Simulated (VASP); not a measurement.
A run of VASP 6.6.1:

INCAR

```
SYSTEM = Os
  PREC = Accurate
  ENCUT = 520
  EDIFF = 1E-7
  ISMEAR = 0
  SIGMA = 0.15
  LREAL = .False.
  LASPH = .True.
  NELM = 60
  ALGO = Fast
  ISIF = 2
  LWAVE = .False.
  LCHARG = .False.
  GGA = PS
  NBANDS = 10
```

File KPOINTS:

```
Automatic mesh
0
Gamma
  20 20 20
  0 0 0
```

File POSCAR:

```
Os
1.0
    0.0000000000      1.9158250000      1.9450000000
    1.9158250000      0.0000000000      1.9450000000
    1.9158250000      1.9158250000      0.0000000000
Os
1
Direct
    0.0000000000      0.0000000000      0.0000000000
```

Potentials or basis: VASP PAW PBE potentials, release 64 (Os).

The run is started by

```sh
$ cat potpaw_PBE.64/Os/POTCAR > POTCAR
$ mpirun -np 1 vasp_std > vasp.out
```

Hardware: 1 thread of Intel(R) Xeon(R) Platinum 8559C (Emerald Rapids) (shared host).

Q: How long does it take, and how much memory?

A: It took 59 s on 1 thread of Intel(R) Xeon(R) Platinum 8559C (Emerald Rapids), on a shared host, peak memory 0.21 GiB. Counts: scf iterations 15, k points 641.
